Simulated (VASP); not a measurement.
# BaTe (Pm-3m) in VASP: settings compared, part 2 of 2

VASP 6.6.1.

## (5) Single point, PBE

INCAR reads:

```
SYSTEM = BaTe
PREC = Accurate ; ENCUT = 500
EDIFF = 1E-6 ; ISMEAR = 0
SIGMA = 0.01 ; LREAL = .FALSE.
LASPH = .TRUE. ; NELM = 120
ALGO = Normal ; ISIF = 2
LWAVE = .FALSE. ; LCHARG = .FALSE.
GGA = PE ; NBANDS = 15
GGA_COMPAT = .FALSE.
```

KPOINTS reads:

```
regular mesh
0
G
  4 4 4
  0 0 0
```

POSCAR reads:

```
BaTe
1.0
    4.2448181589      0.0000000000      0.0000000000
    0.0000000000      4.2448181589      0.0000000000
    0.0000000000      0.0000000000      4.2448181589
Ba Te
1 1
Direct
    0.0000000000      0.0000000000      0.0000000000
    0.5000000000      0.5000000000      0.5000000000
```

Potentials or basis: VASP PAW PBE potentials, release 64 (Ba_sv, Te).

Run with:

```sh
$ cat potpaw_PBE.64/Ba_sv/POTCAR potpaw_PBE.64/Te/POTCAR > POTCAR
$ mpirun -np 1 vasp_std > vasp.out
```

OUTCAR:

```text
SYSTEM = BaTe
   PREC = Accurate
   ENCUT = 500
   EDIFF = 1E-6
   ISMEAR = 0
   LREAL = .FALSE.
   LASPH = .TRUE.
   NELM = 120
   ISIF = 2
   GGA = PE

 ion  position               nearest neighbor table
   1  0.000  0.000  0.000-   2 3.68   2 3.68   2 3.68   2 3.68   2 3.68   2 3.68   2 3.68   2 3.68

   2  0.500  0.500  0.500-   1 3.68   1 3.68   1 3.68   1 3.68   1 3.68   1 3.68   1 3.68   1 3.68

  LATTYP: Found a simple cubic cell.
 ALAT       =     4.2448181589

  Lattice vectors:

 A1 = (   4.2448181589,   0.0000000000,   0.0000000000)
 A2 = (   0.0000000000,   4.2448181589,   0.0000000000)
 A3 = (   0.0000000000,   0.0000000000,   4.2448181589)

Analysis of symmetry for initial positions (statically):
=====================================================================
 Subroutine PRICEL returns:
 Original cell was already a primitive cell.

 Routine SETGRP: Setting up the symmetry group for a
 simple cubic supercell.

 Subroutine GETGRP returns: Found 48 space group operations
 (whereof 48 operations were pure point group operations)
 out of a pool of 48 trial point group operations.

The static configuration has the point symmetry O_h .

Analysis of symmetry for dynamics (positions and initial velocities):
=====================================================================
 Subroutine PRICEL returns:
 Original cell was already a primitive cell.

 Routine SETGRP: Setting up the symmetry group for a
 simple cubic supercell.

 Subroutine GETGRP returns: Found 48 space group operations
 (whereof 48 operations were pure point group operations)
 out of a pool of 48 trial point group operations.

The dynamic configuration has the point symmetry O_h .

 Subroutine INISYM returns: Found 48 space group operations
 (whereof 48 operations are pure point group operations),
 and found     1 'primitive' translations

----------------------------------------------------------------------------------------

                                     Primitive cell

  volume of cell :      76.4852

[... 103 lines left out ...]
   LRPA    =     F    only Hartree local field effects (RPA)
 non-spin polarized calculation
 Gauss-broadening in eV      SIGMA  =   0.01
  energy-cutoff  :      500.00
  volume of cell :       76.49
 maximum number of plane-waves:      1956
 NGX is ok and might be reduce to    32
   NGX = 15   NGY = 15   NGZ = 15

 number of electron      15.9999999 magnetization

 Free energy of the ion-electron system (eV)
  ---------------------------------------------------
  ext. energy  EPLUGINS =         0.00000000
  ---------------------------------------------------
  free energy    TOTEN  =        -8.25100906 eV

  energy without entropy =       -8.25100906  energy(sigma->0) =       -8.25100906

 E-fermi :   3.9838     XC(G=0):  -8.8288

 val. band max:        3.9262579436   @ k =   0.5000   0.5000   0.0000
 cond. band min:       4.6637630044   @ k =   0.0000   0.0000   0.0000
 fundamental gap:      0.7375050607
 Fermi energy:         3.9838420384

 k-point     1 :       0.0000    0.0000    0.0000
  band No.  band energies     occupation
      1     -24.2178      2.00000
      2      -9.2490      2.00000
      3      -9.2490      2.00000
      4      -9.2490      2.00000
      5      -6.4794      2.00000
      6       3.5470      2.00000
      7       3.5470      2.00000
      8       3.5470      2.00000
      9       4.6638      0.00000
     10       4.6638      0.00000
     11       6.3457      0.00000
     12       8.4588      0.00000
     13       8.4588      0.00000
     14       8.4588      0.00000
[... 149 lines left out ...]
      2      -9.5261      2.00000
      3      -9.5261      2.00000
      4      -9.5261      2.00000
      5      -5.5200      2.00000
      6       0.9731      2.00000
      7       0.9731      2.00000
      8       0.9731      2.00000
      9       8.6903      0.00000
     10       8.6903      0.00000
     11       8.6903      0.00000
     12      10.2422      0.00000
     13      10.2422      0.00000
     14      10.2422      0.00000
     15      10.2854      0.00000

------------------------ aborting loop because EDIFF is reached ----------------------------------------

  FORCE on cell =-STRESS in cart. coord.  units (eV):
  Direction    XX          YY          ZZ          XY          YZ          ZX
  --------------------------------------------------------------------------------------
  -------------------------------------------------------------------------------------
  Total        0.2852817      0.2852817      0.2852817      0.0000000      0.0000000     -0.0000000
  in kB        5.9759530      5.9759530      5.9759530      0.0000000      0.0000000     -0.0000000
  external PRESSURE =       5.9759530 kB  Pullay stress =       0.0000000 kB

 VOLUME and BASIS-vectors are now :
 -----------------------------------------------------------------------------
  energy-cutoff  :      500.00
  volume of cell :       76.49
      direct lattice vectors                 reciprocal lattice vectors
     4.244818159  0.000000000  0.000000000     0.235581352  0.000000000  0.000000000
     0.000000000  4.244818159  0.000000000     0.000000000  0.235581352  0.000000000
     0.000000000  0.000000000  4.244818159     0.000000000  0.000000000  0.235581352

 POSITION                                       TOTAL-FORCE (eV/Angst)
 -----------------------------------------------------------------------------------
      0.00000      0.00000      0.00000         0.000000      0.000000      0.000000
      2.12241      2.12241      2.12241         0.000000      0.000000      0.000000
 -----------------------------------------------------------------------------------
    total drift:                                0.000000      0.000000     -0.000000

  FREE ENERGIE OF THE ION-ELECTRON SYSTEM (eV)
  ---------------------------------------------------
  free  energy   TOTEN  =        -8.2510090644 eV

  energy  without entropy=       -8.2510090644  energy(sigma->0) =       -8.25100906
```

stdout:

```text
POSCAR found type information on POSCAR BaTe
 POSCAR found :  2 types and       2 ions
 scaLAPACK will be used
 LDA part: xc-table for (Slater+PW92), standard interpolation
 POSCAR, INCAR and KPOINTS ok, starting setup
 FFT: planning ... GRIDC
 FFT: planning ... GRID_SOFT
 FFT: planning ... GRID
 WAVECAR not read
 entering main loop
```

Run time: 6.1 s. Hardware: 1 thread of Intel Xeon 6975P-C (Granite Rapids), shared host; peak memory 0.17 GiB.

Results:

```yaml
Free_energy: -8.2510 eV
Pressure: 0.6 GPa
Band_gap_on_the_k_mesh: 0.74 eV, indirect (least direct gap 0.95 eV)
```

Levels at points of the mesh, in eV from the valence-band top:
```
           k point  band 5  band 6  band 7  band 8  band 9  band 10  band 11  band 12
(0.00, 0.00, 0.00)  -10.41   -0.38   -0.38   -0.38    0.74     0.74     2.42     4.53
(0.50, 0.00, 0.00)   -9.63   -3.43   -0.89   -0.89    1.54     4.82     4.93     4.94
(0.50, 0.50, 0.00)   -9.84   -2.07   -2.07    0.00    0.95     2.51     2.88     2.88
(0.50, 0.50, 0.50)   -9.45   -2.95   -2.95   -2.95    4.76     4.76     4.76     6.32
```

Caveat: spin-orbit coupling is left out, which moves the levels of the heavy elements. A k mesh can miss the band edges.

## (6) The runs side by side

```tsv
level	potentials or basis	k mesh	gap on the mesh (eV)	pressure (GPa)
PBE	VASP PAW PBE potentials, release 64 (Ba_sv, Te)	3 × 3 × 3	1.10	0.8
PBE	VASP PAW PBE potentials, release 64 (Ba_sv, Te)	2 × 2 × 2	0.51	3.2
LDA	VASP PAW LDA potentials, release 64 (Ba_sv, Te)	2 × 2 × 2	0.33	0.2
PBE	VASP PAW PBE potentials, release 64 (Ba_sv, Te)	4 × 4 × 4	0.74	0.6
```

Alike in all rows: task single point; no spin polarisation; cell as given; cutoff (eV) 500; smearing gaussian 0.01 eV.

Caveats: some runs use coarse meshes; spin-orbit coupling is left out, which moves the levels of the heavy elements.

Absolute energies hang on the potentials; compare differences alone.
